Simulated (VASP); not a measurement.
Write the native input for VASP 6.6.1 that does the following.

```yaml
Task: single point
Functional: r2SCAN
Potentials_or_basis: VASP PAW PBE potentials, release 64 (S, Te, Ge_d)
Cutoff: 520 eV
k_mesh: 4 × 4 × 4
Occupations: gaussian, width 0.01 eV
Spin: no spin polarisation
Dipole_correction: no
Further_INCAR_settings: ALGO = Normal; EDIFF = 1e-06; NBANDS = 28
```

Crystal: Ge2TeS.

```
CELL_PARAMETERS angstrom
2.01870 1.16550 6.53247
-2.01870 1.16550 6.53247
0.00000 -2.33100 6.53247
ATOMIC_POSITIONS crystal
S 0.00000 0.00000 0.00000
Te 0.50000 0.50000 0.50000
Ge 0.25866 0.25866 0.25866
Ge 0.74134 0.74134 0.74134
```

These files were run (other wordings do the same):

POSCAR

```
Ge2TeS
1.0
    2.0187036843      1.1654991156      6.5324671342
   -2.0187036843      1.1654991156      6.5324671342
    0.0000000000     -2.3309982311      6.5324671342
S Te Ge
1 1 2
Direct
    1.0000000000      0.0000000000      0.0000000000
    0.5000000000      0.5000000000      0.5000000000
    0.2586631631      0.2586631631      0.2586631631
    0.7413368369      0.7413368369      0.7413368369
```

INCAR.step1

```
SYSTEM = Ge2TeS
PREC = Accurate ; ENCUT = 520
ISMEAR = 0 ; SIGMA = 0.01
LREAL = .FALSE. ; LASPH = .TRUE.
NELM = 80 ; NBANDS = 28
GGA = PE ; ALGO = Normal
EDIFF = 1E-4 ; LWAVE = .TRUE.
LCHARG = .FALSE.
```

INCAR.step2

```
SYSTEM = Ge2TeS
PREC = Accurate ; ENCUT = 520
EDIFF = 1E-6 ; ISMEAR = 0
SIGMA = 0.01 ; LREAL = .FALSE.
LASPH = .TRUE. ; NELM = 80
ALGO = Normal ; ISIF = 2
LWAVE = .FALSE. ; LCHARG = .FALSE.
METAGGA = R2SCAN ; LMIXTAU = .TRUE.
NBANDS = 28 ; ISTART = 1
```

KPOINTS

```
Automatic mesh
0
G
  4 4 4
  0 0 0
```

Potentials or basis: VASP PAW PBE potentials, release 64 (S, Te, Ge_d).

Command:

```console
$ cat potpaw_PBE.64/S/POTCAR potpaw_PBE.64/Te/POTCAR potpaw_PBE.64/Ge_d/POTCAR > POTCAR
$ cp INCAR.step1 INCAR
$ mpirun -np 1 vasp_std > vasp.out
$ cp INCAR.step2 INCAR
$ mpirun -np 1 vasp_std > vasp.out
```

Results of the run:

- Pressure: 0.3 GPa
- Largest force: 0.073 eV/Å
- Band gap on the k mesh: 0.28 eV, direct

Caveat: the k points lie up to 0.46 Å⁻¹ apart; the PAW data sets were made with another functional, which shifts forces and pressure a little; spin-orbit coupling is left out, which moves the levels of the heavy elements.

Run time: 6.5 min on 1 thread of Intel Xeon 6975P-C, with other jobs on the host, peak memory 0.45 GiB.
